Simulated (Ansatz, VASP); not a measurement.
BP in VASP and in Ansatz

```xyz
2
Lattice="0.0000 2.2383 2.2383 2.2383 0.0000 2.2383 2.2383 2.2383 0.0000" Properties=species:S:1:pos:R:3 pbc="T T T"
P     3.3575    3.3575    3.3575
B     0.0000    0.0000    0.0000
```

Alike in both runs: task single point; functional PBEsol-based screened hybrid with a share of 0.25 of exact exchange and HFSCREEN = 0.207; k mesh 5 × 5 × 5; occupations fermi-dirac, width 0.05 eV; no spin polarisation.

|  | VASP | Ansatz |
| --- | --- | --- |
| version | VASP 6.6.1 | Ansatz 0.2.0 |
| potentials or method | VASP PAW PBE potentials, release 64 (P, B) | Ansatz PAW |
| plane-wave cutoff (eV) | 520 | 420 |
| valence electrons in the cell | 8 | 8 |

VASP gave:

| Property | Result |
| --- | --- |
| gap on the k mesh at the Fermi level (eV) | 1.86 |
| least direct gap on the mesh (eV) | 4.38 |
| pressure (GPa) | 3.7 |

Question: What did Ansatz give for the same quantities?

Answer: gap on the k mesh at the Fermi level (eV): 1.87; least direct gap on the mesh (eV): 4.39; pressure (GPa): 4.1.

VASP's potentials were made for PBE, not for PBEsol-based screened hybrid.

The k mesh is coarse, so the values compare programs but aren't converged. Noted on Ansatz's run: odd divisions of the mesh miss points on the zone boundary, where band edges often lie, so the gap on the mesh can be too wide.
